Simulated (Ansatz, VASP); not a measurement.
## Mg2SiN2: VASP beside Ansatz

The input INCAR:

```
SYSTEM = Mg2SiN2
PREC = Accurate
ENCUT = 600
EDIFF = 1E-6
ISMEAR = 0
SIGMA = 0.1
LREAL = .FALSE.
LASPH = .TRUE.
NELM = 60
ALGO = Normal
ISIF = 3
LWAVE = .FALSE.
LCHARG = .FALSE.
GGA = PE
IBRION = 2
NSW = 90
EDIFFG = -0.04
```

File KPOINTS:

```
Automatic mesh
0
G
  6 6 4
  0 0 0
```

Contents of POSCAR:

```
Mg2SiN2
1.0
    2.8970496407      0.0000000000      0.0000000000
   -1.4485248204      2.5089185849      0.0000000000
    0.0000000000      0.0000000000      7.4754156591
Mg Si N
2 1 2
Direct
    0.6666666667      0.3333333333      0.3307155075
    0.3333333333      0.6666666667      0.6692844925
    0.0000000000      0.0000000000      0.0000000000
    0.6666666667      0.3333333333      0.8638027943
    0.3333333333      0.6666666667      0.1361972057
```

Input for Ansatz:

```yaml
crystal:
  lattice:
    - [2.8970496407, 0.0, 0.0]
    - [-1.4485248204, 2.5089185849, 0.0]
    - [0.0, 0.0, 7.4754156591]
  atoms:
    - { symbol: Mg, position: [0.6666666667, 0.3333333333, 0.3307155075] }
    - { symbol: Mg, position: [0.3333333333, 0.6666666667, 0.6692844925] }
    - { symbol: Si, position: [0.0, 0.0, 0.0] }
    - { symbol: "N", position: [0.6666666667, 0.3333333333, 0.8638027943] }
    - { symbol: "N", position: [0.3333333333, 0.6666666667, 0.1361972057] }
basis:
  ecutwfc: 420
kpoints:
  mp_grid: { grid: [6, 6, 4] }
hamiltonian:
  xc: pbe
scf:
  occupations: { method: gaussian, width: 0.1 }
  lower_state_search: "off"
output:
  forces: true
  stress: true
  eigenvalues: true
relax:
  adjacent_minimum: "off"
  f_tol: 0.04
  max_steps: 70
  cell: { stress_tol: 0.4 }
```

Change from the starting cell: species swapped into the Na2HfN2 type (P-3m1, No. 164).

Alike in both runs: task relaxation of cell and atoms; functional PBE; k mesh 6 × 6 × 4; occupations gaussian, width 0.1 eV; no spin polarisation.

|  | VASP | Ansatz |
| --- | --- | --- |
| version | VASP 6.6.1 | Ansatz 0.2.0 |
| potentials or method | VASP PAW PBE potentials, release 64 (Mg, Si, N), cutoff 600 eV | scalar-relativistic, plane waves, PAW |
| valence electrons in the cell | 18 | 34 |

|  | VASP | Ansatz | Ansatz less VASP |
| --- | --- | --- | --- |
| gap on the k mesh at the Fermi level, each at its own relaxed structure (eV) | none | none | - |
| relaxed volume (Å³/atom) | 10.81 | 10.87 | +0.060 |
| relaxed length of the cell vector where the two differ most in proportion (Å) | 2.891 | 2.897 | +0.0057 |

A gap of «none» marks a metal or a gap that the smearing closes. VASP's potentials hold 18 valence electrons a cell and Ansatz's 34, so a difference there can come from the potentials and not from the codes.

The k mesh is coarse, so the values compare programs but aren't converged.
